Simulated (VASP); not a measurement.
# Al (P6_3/mmc) in VASP: notebook

The runs below take Al through single point, with PBE+D3(BJ).

Everything below comes from runs of VASP 6.6.1. Logs are shortened: lines on timing, memory, paths and dates and some standing lists are left out, and cuts for length are marked.

## Step 1: The cell of the first run

Symmetry: P6_3/mmc, No. 194, hexagonal system. Conventional cell: a = 2.891 Å, b = 2.891 Å, c = 8.761 Å, α = 90.00°, β = 90.00°, γ = 120.00°. Within 3.6 Å of Al (site symmetry -3m) lie 12 Al at 2.75 to 2.89 Å. Al (site symmetry -6m2) has 12 Al at 2.75 to 2.89 Å within 3.6 Å.

This isn't the form of Al at room conditions, which is fcc.

## Step 2: Single point, PBE+D3(BJ) (15.85 Å³/atom)

File INCAR:

```
ALGO     = Normal         # electronic algorithm
EDIFF    = 1E-6           # SCF threshold, eV
ENCUT    = 520            # plane-wave cutoff, eV
GGA      = PE             # functional
ISIF     = 2              # what is computed and relaxed
ISMEAR   = 0              # smearing method
IVDW     = 12             # dispersion correction
LASPH    = True           # aspherical terms in the spheres
LCHARG   = True           # write CHGCAR
LELF     = True           # ELF
LREAL    = False          # projectors in reciprocal space
LVHAR    = True         
LWAVE    = False          # write WAVECAR
NBANDS   = 14             # bands
NELM     = 100            # most SCF steps
PREC     = Accurate       # precision mode
SIGMA    = 0.15           # smearing width, eV
```

File KPOINTS:

```
k-points
0
Gamma
  18 18 6
```

File POSCAR:

```
Al
1.0
    2.8910011655      0.0000000000      0.0000000000
   -1.4455005828      2.5036804517      0.0000000000
    0.0000000000      0.0000000000      8.7608899320
Al
4
Direct
    0.0000000000      0.0000000000      0.0000000000
    0.3333333333      0.6666666667      0.2500000000
    0.0000000000      0.0000000000      0.5000000000
    0.6666666667      0.3333333333      0.7500000000
```

Potentials or basis: VASP PAW PBE potentials, release 64 (Al).

Run with:

```sh
cat potpaw_PBE.64/Al/POTCAR > POTCAR
mpirun -np 1 vasp_std > vasp.out
```

OUTCAR:

```text
EDIFF = 1E-6
   ENCUT = 520
   GGA = PE
   ISIF = 2
   ISMEAR = 0
   IVDW = 12
   LASPH = True
   LREAL = False
   NELM = 100
   PREC = Accurate
 IVDW          = 12

 ion  position               nearest neighbor table
   1  0.000  0.000  0.000-   2 2.75   4 2.75   4 2.75   2 2.75   4 2.75   2 2.75
   2  0.333  0.667  0.250-   1 2.75   3 2.75   1 2.75   3 2.75   1 2.75   3 2.75
   3  0.000  0.000  0.500-   2 2.75   4 2.75   4 2.75   2 2.75   4 2.75   2 2.75
   4  0.667  0.333  0.750-   1 2.75   3 2.75   1 2.75   3 2.75   1 2.75   3 2.75

  LATTYP: Found a hexagonal cell.
 ALAT       =     2.8910011655
 C/A-ratio  =     3.0304000000

  Lattice vectors:

 A1 = (   2.8910011655,   0.0000000000,   0.0000000000)
 A2 = (  -1.4455005828,   2.5036804517,   0.0000000000)
 A3 = (   0.0000000000,   0.0000000000,   8.7608899320)

Analysis of symmetry for initial positions (statically):
=====================================================================
 Subroutine PRICEL returns:
 Original cell was already a primitive cell.

 Routine SETGRP: Setting up the symmetry group for a
 hexagonal supercell.

 Subroutine GETGRP returns: Found 24 space group operations
 (whereof 12 operations were pure point group operations)
 out of a pool of 24 trial point group operations.

The static configuration has the point symmetry D_3d.
 The point group associated with its full space group is D_6h.

Analysis of symmetry for dynamics (positions and initial velocities):
=====================================================================
 Subroutine PRICEL returns:
 Original cell was already a primitive cell.

 Routine SETGRP: Setting up the symmetry group for a
 hexagonal supercell.

 Subroutine GETGRP returns: Found 24 space group operations
 (whereof 12 operations were pure point group operations)
 out of a pool of 24 trial point group operations.

The dynamic configuration has the point symmetry D_3d.
 The point group associated with its full space group is D_6h.

 Subroutine INISYM returns: Found 24 space group operations
 (whereof 12 operations are pure point group operations),
 and found     1 'primitive' translations

----------------------------------------------------------------------------------------

                                     Primitive cell

  volume of cell :      63.4126

  direct lattice vectors                    reciprocal lattice vectors
     2.891001166  0.000000000  0.000000000     0.345900933  0.199705997  0.000000000
    -1.445500583  2.503680452  0.000000000     0.000000000  0.399411993  0.000000000
     0.000000000  0.000000000  8.760889932     0.000000000  0.000000000  0.114143655

  length of vectors
     2.891001166  2.891001166  8.760889932     0.399411993  0.399411993  0.114143655

  position of ions in fractional coordinates (direct lattice)
     0.000000000  0.000000000  0.000000000
     0.333333333  0.666666667  0.250000000
     0.000000000  0.000000000  0.500000000
     0.666666667  0.333333333  0.750000000

  ion indices of the primitive-cell ions
   primitive index   ion index
                 1           1
                 2           2
                 3           3
                 4           4

----------------------------------------------------------------------------------------

 KPOINTS: k-points

Automatic generation of k-mesh.
 Grid dimensions read from file:
 generate k-points for:   18   18    6

 Generating k-lattice:

  Cartesian coordinates                     Fractional coordinates (reciprocal lattice)
     0.019216718  0.011094778  0.000000000     0.055555556  0.000000000  0.000000000
     0.000000000  0.022189555  0.000000000     0.000000000  0.055555556  0.000000000
     0.000000000  0.000000000  0.019023943     0.000000000  0.000000000  0.166666667

  Length of vectors
     0.022189555  0.022189555  0.019023943

  Shift w.r.t. Gamma in fractional coordinates (k-lattice)
     0.000000000  0.000000000  0.000000000

 Subroutine IBZKPT returns following result:
 ===========================================

[... 54 lines left out ...]
     14      18.0963      0.00000

 k-point     4 :       0.1667    0.0000    0.0000
  band No.  band energies     occupation
      1      -2.3412      2.00000
      2      -0.4369      2.00000
      3      -0.4364      2.00000
      4       4.7267      2.00000
      5       5.5687      2.00000
      6      12.5254      0.00000
      7      13.6502      0.00000
      8      14.1345      0.00000
      9      14.4313      0.00000
     10      14.8021      0.00000
     11      15.5401      0.00000
     12      17.1764      0.00000
     13      17.1816      0.00000
     14      17.2978      0.00000

 k-point     5 :       0.2222   -0.0000    0.0000
  band No.  band energies     occupation
      1      -1.8347      2.00000
      2       0.0619      2.00000
      3       0.0630      2.00000
      4       5.1916      2.00000
      5       6.0403      2.00000
      6      10.7316      0.00000
      7      12.3618      0.00000
      8      12.4979      0.00000
      9      14.4230      0.00000
     10      14.6075      0.00000
     11      14.8536      0.00000
[... 276 lines left out ...]
 k-point    22 :       0.2778    0.1111    0.0000
  band No.  band energies     occupation
      1      -0.1835      2.00000
      2       1.6855      2.00000
      3       1.6905      2.00000
      4       6.6950      2.00000
      5       6.9593      2.00000
      6       8.0217      1.99989
      7       9.2068      0.00000
      8       9.2852      0.00000
      9      11.0602      0.00000
     10      12.6941      0.00000
     11      12.9105      0.00000
     12      14.0997      0.00000
     13      15.1269      0.00000
     14      16.2220      0.00000

 k-point    23 :       0.3333    0.1111    0.0000
  band No.  band energies     occupation
      1       0.7408      2.00000
      2       2.5900      2.00000
      3       2.5999      2.00000
      4       5.7073      2.00000
      5       7.2603      2.00000
      6       7.5263      2.00000
      7       7.9621      1.99999
      8       8.7563      0.00224
      9      10.7398      0.00000
     10      12.1387      0.00000
     11      12.5359      0.00000
     12      12.8463      0.00000
     13      13.8308      0.00000
     14      16.7995      0.00000

 k-point    24 :       0.3889    0.1111    0.0000
  band No.  band energies     occupation
      1       1.7983      2.00000
      2       3.6075      2.00000
      3       3.6340      2.00000
      4       4.3030      2.00000
      5       6.1400      2.00000
      6       6.1972      2.00000
      7       8.6520      0.03818
      8       9.4943      0.00000
      9      10.5686      0.00000
     10      11.0135      0.00000
     11      12.1449      0.00000
     12      12.4050      0.00000
     13      12.8148      0.00000
     14      16.9965      0.00000

 [... further k-points ...]

------------------------ aborting loop because EDIFF is reached ----------------------------------------

 Edisp (eV)   -1.40270

 E8    (eV) :    -0.6277

  FORCE on cell =-STRESS in cart. coord.  units (eV):
  Direction    XX          YY          ZZ          XY          YZ          ZX
  --------------------------------------------------------------------------------------
  -------------------------------------------------------------------------------------
  Total      -0.56805    -0.56805     1.90559     0.00000     0.00000     0.00000
  in kB     -14.35225   -14.35225    48.14660     0.00000     0.00000     0.00000
  external pressure =        6.48 kB  Pullay stress =        0.00 kB

 VOLUME and BASIS-vectors are now :
 -----------------------------------------------------------------------------
  energy-cutoff  :      520.00
  volume of cell :       63.41
      direct lattice vectors                 reciprocal lattice vectors
     2.891001166  0.000000000  0.000000000     0.345900933  0.199705997  0.000000000
    -1.445500583  2.503680452  0.000000000     0.000000000  0.399411993  0.000000000
     0.000000000  0.000000000  8.760889932     0.000000000  0.000000000  0.114143655

 POSITION                                       TOTAL-FORCE (eV/Angst)
 -----------------------------------------------------------------------------------
      0.00000      0.00000      0.00000         0.000000      0.000000     -0.000000
     -0.00000      1.66912      2.19022         0.000000      0.000000      0.000000
      0.00000      0.00000      4.38044         0.000000      0.000000     -0.000000
      1.44550      0.83456      6.57067        -0.000000     -0.000000     -0.000000
 -----------------------------------------------------------------------------------
    total drift:                               -0.000000      0.000000      0.000000

  FREE ENERGIE OF THE ION-ELECTRON SYSTEM (eV)
  ---------------------------------------------------
  free  energy   TOTEN  =       -16.2431604013 eV

  energy  without entropy=      -16.2255382162  energy(sigma->0) =      -16.23434931
```

It took 87 s on 1 thread of Intel Xeon 8259CL, shared host; peak memory 0.25 GiB.

What came out:

* Free energy: -16.2432 eV
* Pressure: 0.6 GPa
* Band gap on the k mesh: zero (bands 6 and 7 overlap by 6.88 eV)
* Dispersion energy per atom: -0.351 eV

Stress tensor (GPa, compression positive):
```
-1.44  0.00  0.00
 0.00 -1.44  0.00
 0.00  0.00  4.81
```

Caveat: the stress differs along the axes, from -1 to 5 GPa.

## Step 3: Single point, PBE+D3(BJ) (15.85 Å³/atom)

File INCAR:

```
SYSTEM = Al
PREC     = Accurate       ! precision mode
ENCUT    = 520            ! plane-wave cutoff, eV
EDIFF    = 1E-6           ! SCF threshold, eV
ISMEAR   = 0              ! smearing method
SIGMA    = 0.15           ! smearing width, eV
LREAL    = .False.        ! projectors in reciprocal space
LASPH    = .True.         ! aspherical terms in the spheres
NELM     = 60             ! most SCF steps
ALGO     = Normal         ! electronic algorithm
ISIF     = 2              ! what is computed and relaxed
LWAVE    = .False.        ! write WAVECAR
LCHARG   = .True.         ! write CHGCAR
GGA      = PE             ! functional
IVDW     = 12             ! dispersion correction
LELF     = .True.         ! ELF
LVHAR    = .True.       
NBANDS   = 14             ! bands
```

File KPOINTS:

```
regular mesh
0
Gamma
  18 18 6
  0 0 0
```

File POSCAR:

```
Al
1.0
    2.7700076917      0.0000000000      0.0000000000
   -1.3850038459      2.3988970297      0.0000000000
    0.0000000000      0.0000000000      9.5429534987
Al
4
Direct
    0.0000000000      0.0000000000      0.0000000000
    0.3333333333      0.6666666667      0.2500000000
    0.0000000000      0.0000000000      0.5000000000
    0.6666666667      0.3333333333      0.7500000000
```

Potentials or basis: VASP PAW PBE potentials, release 64 (Al).

Run with:

```sh
cat potpaw_PBE.64/Al/POTCAR > POTCAR
mpirun -np 1 vasp_std > vasp.out
```

Run time: 76 s. Hardware: 1 thread of Intel Xeon 8259CL, shared host; peak memory 0.25 GiB.

Results (log left out):

* Free energy: -16.2844 eV
* Pressure: 0.3 GPa
* Band gap on the k mesh: zero (bands 6 and 7 overlap by 4.68 eV)
* Dispersion energy per atom: -0.351 eV

Stress tensor (GPa, compression positive):
```
 1.59  0.00  0.00
 0.00  1.59  0.00
 0.00  0.00 -2.30
```

Levels at points of the mesh, in eV from the Fermi level:
```
           k point  band 2  band 3  band 4  band 5  band 6  band 7  band 8  band 9  band 10  band 11
(0.00, 0.00, 0.00)   -9.79   -9.78   -5.08   -5.01    2.55    2.55   11.58   11.85    11.85    11.90
(0.50, 0.00, 0.00)   -5.12   -3.92   -3.91   -3.21   -3.19    0.81    0.95    1.22     1.35     6.47
(0.00, 0.00, 0.50)  -11.00   -7.79   -7.79   -1.58   -1.58    7.26    7.26   12.13    12.13    12.13
(0.50, 0.00, 0.50)   -4.81   -4.71   -4.71   -1.91   -1.91   -1.24   -1.24    4.21     4.21     4.46
```

## Step 4: Single point, PBE+D3(BJ) (15.85 Å³/atom)

File INCAR:

```
ALGO     = Normal         # electronic algorithm
EDIFF    = 1E-6           # SCF threshold, eV
ENCUT    = 520            # plane-wave cutoff, eV
GGA      = PE             # functional
ISIF     = 2              # what is computed and relaxed
ISMEAR   = 0              # smearing method
IVDW     = 12             # dispersion correction
LASPH    = T              # aspherical terms in the spheres
LCHARG   = F              # write CHGCAR
LREAL    = F              # projectors in reciprocal space
LWAVE    = F              # write WAVECAR
NBANDS   = 14             # bands
NELM     = 60             # most SCF steps
PREC     = Accurate       # precision mode
SIGMA    = 0.15           # smearing width, eV
```

File KPOINTS:

```
k-points
0
Gamma
  18 18 6
```

File POSCAR:

```
Al
1.0
    2.7848525747      0.0000000000      0.0000000000
   -1.3924262874      2.4117530755      0.0000000000
    0.0000000000      0.0000000000      9.4414856841
Al
4
Direct
    0.0000000000      0.0000000000      0.0000000000
    0.3333333333      0.6666666667      0.2500000000
    0.0000000000      0.0000000000      0.5000000000
    0.6666666667      0.3333333333      0.7500000000
```

Run with:

```sh
cat potpaw_PBE.64/Al/POTCAR > POTCAR
mpirun -np 1 vasp_std > vasp.out
```

It took 68 s on 1 thread of Intel Xeon 8259CL, shared host; peak memory 0.25 GiB.

It converged, with:

```yaml
Free_energy: -16.2993 eV
Pressure: 0.1 GPa
Band_gap_on_the_k_mesh: zero (bands 6 and 7 overlap by 4.97 eV)
Dispersion_energy_per_atom: -0.351 eV
```

Stress tensor (GPa, compression positive):
```
 1.19  0.00  0.00
 0.00  1.19  0.00
 0.00  0.00 -2.04
```

Levels at points of the mesh, in eV from the Fermi level:
```csv
k point,band 3,band 4,band 5,band 6,band 7,band 8,band 9,band 10
"(0.00, 0.00, 0.00)",-9.75,-4.94,-4.89,2.83,2.84,11.59,11.59,11.67
"(0.50, 0.00, 0.00)",-3.95,-3.93,-3.26,-3.23,0.81,1.08,1.22,1.46
"(0.00, 0.00, 0.50)",-7.72,-7.72,-1.38,-1.38,7.62,7.62,11.90,11.90
"(0.50, 0.00, 0.50)",-4.78,-4.78,-1.91,-1.91,-1.23,-1.23,4.35,4.35
```

## Step 5: Single point, PBE+D3(BJ) (15.85 Å³/atom)

File INCAR:

```
PREC = Accurate ; ENCUT = 520
EDIFF = 1E-6 ; ISMEAR = 0
SIGMA = 0.15 ; LREAL = F
LASPH = T ; NELM = 60
ALGO = Fast ; ISIF = 2
LWAVE = F ; LCHARG = F
GGA = PE ; IVDW = 12
NBANDS = 14
```

File KPOINTS:

```
Automatic mesh
0
Gamma
  18 18 6
```

File POSCAR:

```
Al
1.0
    2.8450257636      0.0000000000      0.0000000000
   -1.4225128818      2.4638645857      0.0000000000
    0.0000000000      0.0000000000      9.0463284205
Al
4
Direct
    0.0000000000      0.0000000000      0.0000000000
    0.3333333333      0.6666666667      0.2500000000
    0.0000000000      0.0000000000      0.5000000000
    0.6666666667      0.3333333333      0.7500000000
```

Run with:

```sh
cat potpaw_PBE.64/Al/POTCAR > POTCAR
mpirun -np 1 vasp_std > vasp.out
```

It took 96 s on 1 thread of Intel Xeon 8259CL, shared host; peak memory 0.26 GiB.

Results (log left out):

- Free energy: -16.3006 eV
- Pressure: 0.0 GPa
- Band gap on the k mesh: zero (bands 6 and 7 overlap by 5.99 eV)
- Dispersion energy per atom: -0.351 eV

Stress tensor (GPa, compression positive):
```
-1.05  0.00  0.00
 0.00 -1.05  0.00
 0.00  0.00  2.10
```

Levels at points of the mesh, in eV from the Fermi level:
```csv
k point,band 2,band 3,band 4,band 5,band 6,band 7,band 8,band 9,band 10,band 11
"(0.00, 0.00, 0.00)",-9.62,-9.61,-4.60,-4.10,4.03,4.05,10.55,10.55,10.75,10.75
"(0.50, 0.00, 0.00)",-5.40,-4.08,-4.00,-3.44,-3.34,0.85,1.30,1.63,1.93,5.46
"(0.00, 0.00, 0.50)",-10.96,-7.40,-7.40,-0.50,-0.50,9.13,9.13,10.89,10.89,10.89
"(0.50, 0.00, 0.50)",-5.08,-4.98,-4.98,-1.88,-1.88,-1.19,-1.19,4.93,4.93,5.00
```

## Step 6: Single point, PBE+D3(BJ) (15.85 Å³/atom)

File INCAR:

```
ALGO = Fast
EDIFF = 1E-7
ENCUT = 520
GGA = PE
ISIF = 2
ISMEAR = 0
IVDW = 12
LASPH = T
LCHARG = F
LREAL = F
LWAVE = F
NBANDS = 14
NELM = 60
PREC = Accurate
SIGMA = 0.15
```

File KPOINTS:

```
k-points
0
Gamma
  18 18 6
```

File POSCAR:

```
Al
1.0
    2.8756161799      0.0000000000      0.0000000000
   -1.4378080899      2.4903566633      0.0000000000
    0.0000000000      0.0000000000      8.8548849027
Al
4
Direct
    0.0000000000      0.0000000000      0.0000000000
    0.3333333333      0.6666666667      0.2500000000
    0.0000000000      0.0000000000      0.5000000000
    0.6666666667      0.3333333333      0.7500000000
```

Potentials or basis: VASP PAW PBE potentials, release 64 (Al).

Run with:

```sh
cat potpaw_PBE.64/Al/POTCAR > POTCAR
mpirun -np 1 vasp_std > vasp.out
```

Run time: 1.9 min. Hardware: 1 thread of Intel Xeon 8259CL, shared host; peak memory 0.26 GiB.

The run converged. Its results:

| Item | Value |
| --- | --- |
| Free energy | -16.2667 eV |
| Pressure | 0.4 GPa |
| Band gap on the k mesh | zero (bands 6 and 7 overlap by 6.56 eV) |
| Dispersion energy per atom | -0.351 eV |

Stress tensor (GPa, compression positive):
```
-1.27  0.00  0.00
 0.00 -1.27  0.00
 0.00  0.00  3.64
```

Levels at points of the mesh, in eV from the Fermi level:
```
           k point  band 2  band 3  band 4  band 5  band 6  band 7  band 8  band 9  band 10  band 11
(0.00, 0.00, 0.00)   -9.55   -9.55   -4.41   -3.70    4.66    4.68   10.03   10.03    10.28    10.28
(0.50, 0.00, 0.00)   -5.52   -4.15   -4.04   -3.53   -3.40    0.89    1.36    1.92     2.15     5.06
(0.00, 0.00, 0.50)  -10.96   -7.25   -7.25   -0.05   -0.05    9.89    9.89   10.38    10.38    10.38
(0.50, 0.00, 0.50)   -5.22   -5.08   -5.08   -1.86   -1.86   -1.16   -1.16    5.07     5.07     5.35
```

## Step 7: Overview

| cell | gap on the mesh (eV) | pressure (GPa) |
| --- | --- | --- |
| a = 2.891, b = 2.891, c = 8.761 Å, angles 90.0, 90.0, 120.0°, 4 atoms | none | 0.6 |
| a = 2.770, b = 2.770, c = 9.543 Å, angles 90.0, 90.0, 120.0°, 4 atoms | none | 0.3 |
| a = 2.785, b = 2.785, c = 9.441 Å, angles 90.0, 90.0, 120.0°, 4 atoms | none | 0.1 |
| a = 2.845, b = 2.845, c = 9.046 Å, angles 90.0, 90.0, 120.0°, 4 atoms | none | 0.0 |
| a = 2.876, b = 2.876, c = 8.855 Å, angles 90.0, 90.0, 120.0°, 4 atoms | none | 0.4 |

Alike in all rows: task single point; level PBE+D3(BJ); potentials or basis VASP PAW PBE potentials, release 64 (Al); no spin polarisation; k mesh 18 × 18 × 6; cutoff (eV) 520; smearing gaussian 0.15 eV.

Caveats: the stress differs along the axes, from -1 to 5 GPa (at least some runs).

Absolute energies hang on the potentials; compare differences alone.
